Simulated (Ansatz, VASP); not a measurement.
## Two plane-wave programs on Rh

```xyz
1
Lattice="0.0000 1.8979 1.8979 1.8979 0.0000 1.8979 1.8979 1.8979 0.0000" Properties=species:S:1:pos:R:3 pbc="T T T"
Rh    0.0000    0.0000    0.0000
```

Alike in both runs: task single point; functional PBEsol; k mesh 13 × 13 × 13; no spin polarisation.

|  | VASP | Ansatz |
| --- | --- | --- |
| version | VASP 6.6.1 | Ansatz 0.2.0 |
| potentials or method | VASP PAW PBE potentials, release 64 (Rh_pv) | plane waves, PAW |
| plane-wave cutoff (eV) | 520 | 420 |
| occupations | methfessel-paxton of order 1, width 0.1 eV | methfessel-paxton of order 1 |
| valence electrons in the cell | 15 | 17 |

|  | VASP | Ansatz | Ansatz less VASP |
| --- | --- | --- | --- |
| pressure (GPa) | -3.6 | -3.5 | +0.07 |

VASP's potentials were made for PBE, not for PBEsol. VASP's potentials hold 15 valence electrons a cell and Ansatz's 17, so a difference there can come from the potentials and not from the codes. Ansatz's warnings: stress scf threshold loose.
